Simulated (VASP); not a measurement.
# CdInS2 (P-3m1) in VASP: notebook, part 2 of 2

VASP 6.6.1.

### 4 Single point, PBE

This run uses another cell than the first one, of the same volume but with other edges.

Contents of INCAR:

```
SYSTEM = CdInS2
  PREC = Accurate
  ENCUT = 520
  EDIFF = 1E-6
  ISMEAR = 0
  SIGMA = 0.15
  LREAL = .FALSE.
  LASPH = .TRUE.
  NELM = 60
  ALGO = Normal
  ISIF = 2
  LWAVE = .FALSE.
  LCHARG = .TRUE.
  GGA = PE
  LELF = .TRUE.
  LVHAR = .TRUE.
  NBANDS = 26
```

Contents of KPOINTS:

```
Automatic mesh
0
G
  12 12 6
  0 0 0
```

Contents of POSCAR:

```
CdInS2
1.0
    3.8708750509      0.0000000000      0.0000000000
   -1.9354375254      3.3522761289      0.0000000000
    0.0000000000      0.0000000000      6.8110577793
Cd In S
1 1 2
Direct
    0.0000000000      0.0000000000      0.0000000000
    0.0000000000      0.0000000000      0.5000000000
    0.6666666667      0.3333333333      0.7700708788
    0.3333333333      0.6666666667      0.2299291212
```

Potentials or basis: VASP PAW PBE potentials, release 64 (Cd, In_d, S).

Run with:

```sh
> cat potpaw_PBE.64/Cd/POTCAR potpaw_PBE.64/In_d/POTCAR potpaw_PBE.64/S/POTCAR > POTCAR
> mpirun -np 1 vasp_std > vasp.out
```

OUTCAR:

```text
SYSTEM = CdInS2
   PREC = Accurate
   ENCUT = 520
   EDIFF = 1E-6
   ISMEAR = 0
   LREAL = .FALSE.
   LASPH = .TRUE.
   NELM = 60
   ISIF = 2
   GGA = PE

 ion  position               nearest neighbor table
   1  0.000  0.000  0.000-   3 2.73   4 2.73   4 2.73   3 2.73   3 2.73   4 2.73   2 3.41   2 3.41

   2  0.000  0.000  0.500-   3 2.89   4 2.89   4 2.89   3 2.89   3 2.89   4 2.89   1 3.41   1 3.41

   3  0.667  0.333  0.770-   1 2.73   1 2.73   1 2.73   2 2.89   2 2.89   2 2.89
   4  0.333  0.667  0.230-   1 2.73   1 2.73   1 2.73   2 2.89   2 2.89   2 2.89

  LATTYP: Found a hexagonal cell.
 ALAT       =     3.8708750509
 C/A-ratio  =     1.7595653928

  Lattice vectors:

 A1 = (   3.8708750509,   0.0000000000,   0.0000000000)
 A2 = (  -1.9354375254,   3.3522761289,   0.0000000000)
 A3 = (   0.0000000000,   0.0000000000,   6.8110577793)

Analysis of symmetry for initial positions (statically):
=====================================================================
 Subroutine PRICEL returns:
 Original cell was already a primitive cell.

 Routine SETGRP: Setting up the symmetry group for a
 hexagonal supercell.

 Subroutine GETGRP returns: Found 12 space group operations
 (whereof 12 operations were pure point group operations)
 out of a pool of 24 trial point group operations.

The static configuration has the point symmetry D_3d.

Analysis of symmetry for dynamics (positions and initial velocities):
=====================================================================
 Subroutine PRICEL returns:
 Original cell was already a primitive cell.

 Routine SETGRP: Setting up the symmetry group for a
 hexagonal supercell.

 Subroutine GETGRP returns: Found 12 space group operations
 (whereof 12 operations were pure point group operations)
 out of a pool of 24 trial point group operations.

The dynamic configuration has the point symmetry D_3d.

 Subroutine INISYM returns: Found 12 space group operations
 (whereof 12 operations are pure point group operations),
 and found     1 'primitive' translations

----------------------------------------------------------------------------------------

                                     Primitive cell

  volume of cell :      88.3819

  direct lattice vectors                    reciprocal lattice vectors
     3.870875051  0.000000000  0.000000000     0.258339519  0.149152391  0.000000000
    -1.935437525  3.352276129  0.000000000     0.000000000  0.298304782  0.000000000
     0.000000000  0.000000000  6.811057779     0.000000000  0.000000000  0.146820073

  length of vectors
     3.870875051  3.870875051  6.811057779     0.298304782  0.298304782  0.146820073

  position of ions in fractional coordinates (direct lattice)
     0.000000000  0.000000000  0.000000000
     0.000000000  0.000000000  0.500000000
     0.666666667  0.333333333  0.770070879
     0.333333333  0.666666667  0.229929121

  ion indices of the primitive-cell ions
   primitive index   ion index
                 1           1
                 2           2
                 3           3
                 4           4

----------------------------------------------------------------------------------------

 KPOINTS: Automatic mesh

Automatic generation of k-mesh.
 Grid dimensions read from file:
 generate k-points for:   12   12    6

 Generating k-lattice:

  Cartesian coordinates                     Fractional coordinates (reciprocal lattice)
     0.021528293  0.012429366  0.000000000     0.083333333 -0.000000000  0.000000000
     0.000000000  0.024858732  0.000000000     0.000000000  0.083333333  0.000000000
     0.000000000  0.000000000  0.024470012     0.000000000  0.000000000  0.166666667

  Length of vectors
     0.024858732  0.024858732  0.024470012

  Shift w.r.t. Gamma in fractional coordinates (k-lattice)
     0.000000000  0.000000000  0.000000000

 Subroutine IBZKPT returns following result:
 ===========================================

 Found    100 irreducible k-points:

 Following reciprocal coordinates:
            Coordinates               Weight
  0.000000  0.000000  0.000000      1.000000
  0.083333 -0.000000  0.000000      6.000000
  0.166667  0.000000  0.000000      6.000000
  0.250000  0.000000  0.000000      6.000000
  0.333333  0.000000  0.000000      6.000000
  0.416667  0.000000  0.000000      6.000000
[... 16 lines left out ...]
  0.166667  0.000000  0.166667      6.000000
  0.000000  0.166667  0.166667      6.000000
 [... further k-points ...]
   k-points           NKPTS =    100   k-points in BZ     NKDIM =    100   number of bands    NBANDS=     26
   number of dos      NEDOS =    301   number of ions     NIONS =      4
   total plane-waves  NPLWV =  48600
   dimension x,y,z NGX =    30 NGY =   30 NGZ =   54
   dimension x,y,z NGXF=    60 NGYF=   60 NGZF=  108
   ions per type =               1   1   2
   NGX,Y,Z   is equivalent  to a cutoff of  12.88, 12.88, 13.18 a.u.
   NGXF,Y,Z  is equivalent  to a cutoff of  25.77, 25.77, 26.36 a.u.
 SYSTEM =  CdInS2
   PREC   = accura    normal or accurate (medium, high low for compatibility)
   ISTART =      0    job   : 0-new  1-cont  2-samecut
   ICHARG =      2    charge: 1-file 2-atom 10-const
   ISPIN  =      1    spin polarized calculation?
   LNONCOLLINEAR =      F non collinear calculations
   LSORBIT =      F    spin-orbit coupling
   LASPH  =      T    aspherical Exc in radial PAW
   ENCUT  =  520.0 eV  38.22 Ry    6.18 a.u.   7.20  7.20 12.66*2*pi/ulx,y,z
   NELM   =     60;   NELMIN=  2; NELMDL= -5     # of ELM steps
   EDIFF  = 0.1E-05   stopping-criterion for ELM
   LREAL  =      F    real-space projection
   EDIFFG = 0.1E-04   stopping-criterion for IOM
   NSW    =      0    number of steps for IOM
   IBRION =     -1    ionic relax: 0-MD 1-quasi-New 2-CG
   NFREE  =      0    steps in history (QN), initial steepest desc. (CG)
   ISIF   =      2    stress and relaxation
   ISYM   =      2    0-nonsym 1-usesym 2-fastsym
   POTIM  = 0.5000    time-step for ionic-motion
   TEBEG  =    0.0;   TEEND  =   0.0 temperature during run
   PSTRESS=    0.0 pullay stress
   NELECT =      37.0000    total number of electrons
   NUPDOWN=      -1.0000    fix difference up-down
   EMIN   =  10.00;   EMAX   =-10.00  energy-range for DOS
   EFERMI =   0.00;   METHOD = LEGACY
   ISMEAR =     0;   SIGMA  =   0.15  broadening in eV -4-tet -1-fermi 0-gaus
   EFERMI_NEDOS =   21; number of points for ismear=-14 and -15
   IALGO  =     38    algorithm
   IMIX   =      4    mixing-type and parameters
     AMIX     =   0.40;   BMIX     =  1.00
     AMIX_MAG =   1.60;   BMIX_MAG =  1.00
  volume/ion in A,a.u.               =      22.10       149.11
  Fermi-wavevector in a.u.,A,eV,Ry     =   1.224675  2.314300 20.406415  1.499829
  Thomas-Fermi vector in A             =   2.359741
   LORBIT       =      0    0 simple, 1 ext, 2 COOP (PROOUT), +10 PAW based schemes
   GGA     = PE    functional components
   LHFCALC =     F    Hartree Fock is set to
   AEXX    =    0.0000 exact exchange contribution
   IVDW    =     0    specifies the selected vdW correction
   LEPSILON=     F    determine dielectric tensor
   LRPA    =     F    only Hartree local field effects (RPA)
 non-spin polarized calculation
 Gauss-broadening in eV      SIGMA  =   0.15
  energy-cutoff  :      520.00
  volume of cell :       88.38
 maximum number of plane-waves:      2403
 NGX is ok and might be reduce to    30

 number of electron      37.0000006 magnetization

 Free energy of the ion-electron system (eV)
  ---------------------------------------------------
  ext. energy  EPLUGINS =         0.00000000
  ---------------------------------------------------
  free energy    TOTEN  =       -13.05533299 eV

  energy without entropy =      -13.03862790  energy(sigma->0) =      -13.04698045

 E-fermi :   5.0338     XC(G=0): -10.0636

 val. band max:        5.0238680868   @ k =   0.3333   0.1667   0.5000
 cond. band min:       5.0486633430   @ k =   0.3333   0.0833   0.0000
 fundamental gap:      0.0247952561
 Fermi energy:         5.0337989624

 k-point     1 :       0.0000    0.0000    0.0000
  band No.  band energies     occupation
      1      -9.4786      2.00000
      2      -9.4665      2.00000
      3      -9.4665      2.00000
      4      -9.4024      2.00000
      5      -9.4024      2.00000
      6      -8.6713      2.00000
[... 685 lines left out ...]
     25      11.6990      0.00000
     26      11.7547      0.00000

 [... further k-points ...]

------------------------ aborting loop because EDIFF is reached ----------------------------------------

  FORCE on cell =-STRESS in cart. coord.  units (eV):
  Direction    XX          YY          ZZ          XY          YZ          ZX
  --------------------------------------------------------------------------------------
  -------------------------------------------------------------------------------------
  Total        0.4216048      0.4216048      0.1584518      0.0000000     -0.0000000      0.0000000
  in kB        7.6428027      7.6428027      2.8723955      0.0000000     -0.0000000      0.0000000
  external PRESSURE =       6.0526669 kB  Pullay stress =       0.0000000 kB

 VOLUME and BASIS-vectors are now :
 -----------------------------------------------------------------------------
  energy-cutoff  :      520.00
  volume of cell :       88.38
      direct lattice vectors                 reciprocal lattice vectors
     3.870875051  0.000000000  0.000000000     0.258339519  0.149152391  0.000000000
    -1.935437525  3.352276129  0.000000000     0.000000000  0.298304782  0.000000000
     0.000000000  0.000000000  6.811057779     0.000000000  0.000000000  0.146820073

 POSITION                                       TOTAL-FORCE (eV/Angst)
 -----------------------------------------------------------------------------------
      0.00000      0.00000      0.00000         0.000000      0.000000      0.000000
      0.00000      0.00000      3.40553         0.000000      0.000000      0.000000
      1.93544      1.11743      5.24500        -0.000000     -0.000000     -0.424302
     -0.00000      2.23485      1.56606         0.000000      0.000000      0.424302
 -----------------------------------------------------------------------------------
    total drift:                                0.000000     -0.000000      0.000000

  FREE ENERGIE OF THE ION-ELECTRON SYSTEM (eV)
  ---------------------------------------------------
  free  energy   TOTEN  =       -13.0553329899 eV

  energy  without entropy=      -13.0386279004  energy(sigma->0) =      -13.04698045
```

stdout:

```text
POSCAR found type information on POSCAR CdInS
 POSCAR found :  3 types and       4 ions
 scaLAPACK will be used
 LDA part: xc-table for (Slater+PW92), standard interpolation
 POSCAR, INCAR and KPOINTS ok, starting setup
 FFT: planning ... GRIDC
 FFT: planning ... GRID_SOFT
 FFT: planning ... GRID
 WAVECAR not read
 entering main loop
```

It took 1.8 min on 1 thread of Intel Xeon 6975P-C (Granite Rapids), shared host; peak memory 0.37 GiB.

What came out:

| Quantity | Value |
| --- | --- |
| Free energy | -13.0553 eV |
| Pressure | 0.6 GPa |
| Largest force | 0.424 eV/Å |
| Band gap on the k mesh | zero (an odd number of electrons rules out a gap without spin polarisation) |

Forces in eV/Å, atoms in the order of the input:
```
Cd   0.000  0.000  0.000
In   0.000  0.000  0.000
S    0.000  0.000 -0.424
S    0.000  0.000  0.424
```

Caveat: spin-orbit coupling is left out, which moves the levels of the heavy elements; an odd number of electrons without spin polarisation forces a metal; a magnetic or distorted state may lie lower.

### 5 Summary

```tsv
cell	gap on the mesh (eV)	pressure (GPa)	largest force (eV/Å)
a = 3.938, b = 3.938, c = 6.582 Å, angles 90.0, 90.0, 120.0°, 4 atoms, atomic positions A	none	4.4	1.86
a = 4.009, b = 4.009, c = 6.349 Å, angles 90.0, 90.0, 120.0°, 4 atoms, atomic positions B	none	2.2	0.92
a = 3.871, b = 3.871, c = 6.811 Å, angles 90.0, 90.0, 120.0°, 4 atoms, atomic positions C	none	0.6	0.42
```

Alike in all rows: task single point; level PBE; potentials or basis VASP PAW PBE potentials, release 64 (Cd, In_d, S); no spin polarisation; k mesh 12 × 12 × 6; cutoff (eV) 520; smearing gaussian 0.15 eV.

Caveats: spin-orbit coupling is left out, which moves the levels of the heavy elements; an odd number of electrons without spin polarisation forces a metal; a magnetic or distorted state may lie lower; the cell stands under pressure (at least some runs); the stress differs along the axes, from -1 to 8 GPa (at least some runs).

Absolute energies hang on the potentials; compare differences alone.

The gap in the log of VASP goes by the Fermi energy; the results here count the filled bands.